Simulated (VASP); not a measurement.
Write the native input for VASP 6.6.1 that does the following.

```yaml
Task: single point
Functional: PBE0
Potentials_or_basis: VASP PAW PBE potentials, release 64 (Sb_d_GW)
Cutoff: 400 eV
k_mesh: 4 × 4 × 4
Occupations: fermi-dirac, width 0.05 eV
Spin: no spin polarisation
Dipole_correction: no
Grid_for_exact_exchange_PRECFOCK: Normal
Further_INCAR_settings: ALGO = Normal; EDIFF = 1e-06; NBANDS = 22
Share_of_exact_exchange: 0.25
```

The system is Sb.

```xyz
2
Lattice="2.1825 1.2601 3.8075 -2.1825 1.2601 3.8075 0.0000 -2.5202 3.8075" Properties=species:S:1:pos:R:3 pbc="T T T"
Sb    0.0000    0.0000    8.7554
Sb    0.0000    0.0000    2.6670
```

One way to write it, as run:

POSCAR

```
Sb
1.0
    2.1825479877      1.2600946682      3.8074530396
   -2.1825479877      1.2600946682      3.8074530396
    0.0000000000     -2.5201893365      3.8074530396
Sb
2
Direct
    0.7665100000      0.7665100000      0.7665100000
    0.2334900000      0.2334900000      0.2334900000
```

INCAR.step1

```
SYSTEM = Sb
PREC = Accurate
ENCUT = 400
EDIFF = 1E-5
ISMEAR = -1
SIGMA = 0.05
LREAL = .False.
LASPH = .True.
NELM = 120
ALGO = Normal
ISIF = 2
LWAVE = .True.
GGA = PE
NBANDS = 22
GGA_COMPAT = .False.
```

INCAR.step2

```
SYSTEM = Sb
PREC = Accurate
ENCUT = 400
EDIFF = 1E-6
ISMEAR = -1
SIGMA = 0.05
LREAL = .False.
LASPH = .True.
NELM = 120
ALGO = Normal
ISIF = 2
LWAVE = .False.
LCHARG = .True.
GGA = PE
LHFCALC = .True.
AEXX = 0.25
PRECFOCK = Normal
LELF = .True.
LVHAR = .True.
ISTART = 1
NBANDS = 22
GGA_COMPAT = .False.
```

KPOINTS

```
Automatic mesh
0
Gamma
  4 4 4
  0 0 0
```

Potentials or basis: VASP PAW PBE potentials, release 64 (Sb_d_GW).

The run is started by

```console
$ cat potpaw_PBE.64/Sb_d_GW/POTCAR > POTCAR
$ cp INCAR.step1 INCAR
$ mpirun -np 1 vasp_std > vasp.out
$ cp INCAR.step2 INCAR
$ mpirun -np 1 vasp_std > vasp.out
```

It gave:

```
Pressure               : -2.0 GPa
Largest force          : 0.568 eV/Å
Band gap on the k mesh : 0.95 eV (least direct gap 1.02 eV)
```

Caveat: the k points lie up to 0.44 Å⁻¹ apart; the PAW data sets were made with another functional, which shifts forces and pressure a little; spin-orbit coupling is left out, which moves the levels of the heavy elements.

Wall time 14 min on 1 thread of Intel(R) Xeon(R) 6975P-C (Granite Rapids), on a shared host, peak memory 0.19 GiB.
